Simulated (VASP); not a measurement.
**Be2C: single point with HSE06**

Be2C:

```
Be C
1.0
     0.00000    2.16049    2.16049
     2.16049    0.00000    2.16049
     2.16049    2.16049    0.00000
Be C
2 1
Cartesian
  3.2407 3.2407 3.2407
  1.0802 1.0802 1.0802
  0.0000 0.0000 0.0000
```

```yaml
Program: VASP 6.6.1
Task: single point
Functional: HSE06
Potentials_or_basis: VASP PAW PBE potentials, release 64 (Be, C)
Cutoff: 520 eV
k_mesh: 4 × 4 × 4
Occupations: gaussian, width 0.01 eV
Spin: no spin polarisation
```

| Item | Value |
| --- | --- |
| Pressure | -1.9 GPa |
| Band gap on the k mesh | 1.92 eV, indirect (least direct gap 5.13 eV) |

Levels at points of the mesh, in eV from the valence-band top:
```csv
k point,band 1,band 2,band 3,band 4,band 5,band 6,band 7,band 8
"(0.00, 0.00, 0.00)",-16.74,0.00,0.00,0.00,5.13,5.13,5.13,8.09
"(0.50, 0.00, 0.00)",-13.57,-9.67,-2.02,-2.02,6.03,6.03,8.31,11.25
"(0.50, 0.50, 0.00)",-12.72,-7.56,-5.22,-5.22,1.92,6.79,15.13,15.13
```

Run time: 67 s on 1 thread of Intel(R) Xeon(R) Platinum 8488C (Sapphire Rapids) (shared host), peak memory 0.23 GiB.

Caveat: the k points lie up to 0.63 Å⁻¹ apart; the PAW data sets were made with another functional, which shifts forces and pressure a little. A k mesh can miss the band edges.
